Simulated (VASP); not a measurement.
# Nb in VASP: further runs, part 2 of 2

VASP 6.6.1.

### Step 5. Single point, PBE

This run uses another cell than the first one, of 19.71 Å³/atom, 0.980 times its volume.

Contents of INCAR:

```
ALGO = Fast ; EDIFF = 1E-7
ENCUT = 520 ; GGA = PE
ISIF = 2 ; ISMEAR = -1
LASPH = T ; LCHARG = T
LELF = T ; LREAL = F
LVHAR = T ; LWAVE = F
NBANDS = 12 ; NELM = 80
PREC = Accurate ; SIGMA = 0.05
```

Contents of KPOINTS:

```
k-points
0
Gamma
  10 10 10
```

Contents of POSCAR:

```
Nb
1.0
    2.7013868326      0.0000000000      0.0000000000
    0.0000000000      2.7013868326      0.0000000000
    0.0000000000      0.0000000000      2.7013868326
Nb
1
Direct
    0.5000000000      0.5000000000      0.5000000000
```

Potentials or basis: VASP PAW PBE potentials, release 64 (Nb_sv).

Launch:

```console
cat potpaw_PBE.64/Nb_sv/POTCAR > POTCAR
mpirun -np 1 vasp_std > vasp.out
```

OUTCAR:

```text
EDIFF = 1E-7
   ENCUT = 520
   GGA = PE
   ISIF = 2
   ISMEAR = -1
   LASPH = T
   LREAL = F
   NELM = 80
   PREC = Accurate

 ion  position               nearest neighbor table
   1  0.500  0.500  0.500-

  LATTYP: Found a simple cubic cell.
 ALAT       =     2.7013868326

  Lattice vectors:

 A1 = (   2.7013868326,   0.0000000000,   0.0000000000)
 A2 = (   0.0000000000,   2.7013868326,   0.0000000000)
 A3 = (   0.0000000000,   0.0000000000,   2.7013868326)

Analysis of symmetry for initial positions (statically):
=====================================================================
 Subroutine PRICEL returns:
 Original cell was already a primitive cell.

 Routine SETGRP: Setting up the symmetry group for a
 simple cubic supercell.

 Subroutine GETGRP returns: Found 48 space group operations
 (whereof 48 operations were pure point group operations)
 out of a pool of 48 trial point group operations.

The static configuration has the point symmetry O_h .

Analysis of symmetry for dynamics (positions and initial velocities):
=====================================================================
 Subroutine PRICEL returns:
 Original cell was already a primitive cell.

 Routine SETGRP: Setting up the symmetry group for a
 simple cubic supercell.

 Subroutine GETGRP returns: Found 48 space group operations
 (whereof 48 operations were pure point group operations)
 out of a pool of 48 trial point group operations.

The dynamic configuration has the point symmetry O_h .

 Subroutine INISYM returns: Found 48 space group operations
 (whereof 48 operations are pure point group operations),
 and found     1 'primitive' translations

----------------------------------------------------------------------------------------

                                     Primitive cell

  volume of cell :      19.7133

  direct lattice vectors                    reciprocal lattice vectors
[... 107 lines left out ...]
  Fermi-wavevector in a.u.,A,eV,Ry     =   1.424959  2.692783 27.626758  2.030509
  Thomas-Fermi vector in A             =   2.545395
   LORBIT       =      0    0 simple, 1 ext, 2 COOP (PROOUT), +10 PAW based schemes
   GGA     = PE    functional components
   LHFCALC =     F    Hartree Fock is set to
   AEXX    =    0.0000 exact exchange contribution
   IVDW    =     0    specifies the selected vdW correction
   LEPSILON=     F    determine dielectric tensor
   LRPA    =     F    only Hartree local field effects (RPA)
 non-spin polarized calculation
 RMM-DIIS sequential band-by-band and
  energy-cutoff  :      520.00
  volume of cell :       19.71
 maximum number of plane-waves:       552
   NGX = 11   NGY = 11   NGZ = 11

 number of electron      12.9999998 magnetization

 Free energy of the ion-electron system (eV)
  ---------------------------------------------------
  ext. energy  EPLUGINS =         0.00000000
  ---------------------------------------------------
  free energy    TOTEN  =        -9.18821548 eV

  energy without entropy =       -9.16898691  energy(sigma->0) =       -9.17860120

 E-fermi :   9.9951     XC(G=0): -11.9230

 val. band max:        9.9888618962   @ k =   0.4000   0.2000   0.2000
 cond. band min:      10.0125525280   @ k =   0.3000   0.2000   0.0000
 fundamental gap:      0.0236906318
 Fermi energy:         9.9951050619

 k-point     1 :       0.0000    0.0000    0.0000
  band No.  band energies     occupation
      1     -44.6145      2.00000
      2     -19.8601      2.00000
      3     -19.8601      2.00000
      4     -19.8601      2.00000
      5       4.4182      2.00000
      6       7.2004      2.00000
      7       7.2004      2.00000
      8      15.2630      0.00000
      9      15.2630      0.00000
     10      15.2630      0.00000
     11      24.8407      0.00000
     12      24.8407      0.00000
[... 331 lines left out ...]
 k-point    24 :       0.3000    0.1000    0.1000
  band No.  band energies     occupation
      1     -44.4479      2.00000
      2     -20.8478      2.00000
      3     -19.9120      2.00000
      4     -19.8980      2.00000
      5       6.8184      2.00000
      6       8.2926      2.00000
      7       9.6676      1.99714
      8      12.3306      0.00000
      9      12.9297      0.00000
     10      14.6687      0.00000
     11      20.7181      0.00000
     12      25.9741      0.00000

 [... further k-points ...]
[... 5 lines left out ...]
  --------------------------------------------------------------------------------------
  -------------------------------------------------------------------------------------
  Total        0.3616829      0.3616829      0.3616829     -0.0000000     -0.0000000      0.0000000
  in kB       29.3953205     29.3953205     29.3953205     -0.0000000     -0.0000000      0.0000000
  external PRESSURE =      29.3953205 kB  Pullay stress =       0.0000000 kB

 VOLUME and BASIS-vectors are now :
 -----------------------------------------------------------------------------
  energy-cutoff  :      520.00
  volume of cell :       19.71
      direct lattice vectors                 reciprocal lattice vectors
     2.701386833  0.000000000  0.000000000     0.370180230  0.000000000  0.000000000
     0.000000000  2.701386833  0.000000000     0.000000000  0.370180230  0.000000000
     0.000000000  0.000000000  2.701386833     0.000000000  0.000000000  0.370180230

 POSITION                                       TOTAL-FORCE (eV/Angst)
 -----------------------------------------------------------------------------------
      1.35069      1.35069      1.35069         0.000000      0.000000      0.000000
 -----------------------------------------------------------------------------------
    total drift:                                0.000000      0.000000      0.000000

  FREE ENERGIE OF THE ION-ELECTRON SYSTEM (eV)
  ---------------------------------------------------
  free  energy   TOTEN  =        -9.1882154821 eV

  energy  without entropy=       -9.1689869131  energy(sigma->0) =       -9.17860120
```

Run time: 12 s. Hardware: 1 thread of Intel Xeon Platinum 8559C (Emerald Rapids), shared host; peak memory 0.12 GiB.

What came out:

- Free energy: -9.1882 eV
- Pressure: 2.9 GPa

### Step 6. Summary

| cell | gap on the mesh (eV) | pressure (GPa) |
| --- | --- | --- |
| a = 2.713, b = 2.743, c = 2.704 Å, angles 90.3, 91.0, 90.8°, 1 atom | none | 0.3 |
| a = 2.664 Å, 1 atom | none | 9.0 |
| a = 2.683 Å, 1 atom | none | 5.9 |
| a = 2.701 Å, 1 atom | none | 2.9 |

Alike in all rows: task single point; level PBE; potentials or basis VASP PAW PBE potentials, release 64 (Nb_sv); no spin polarisation; k mesh 10 × 10 × 10; cutoff (eV) 520; smearing fermi-dirac 0.05 eV.

Absolute energies hang on the potentials; compare differences alone.
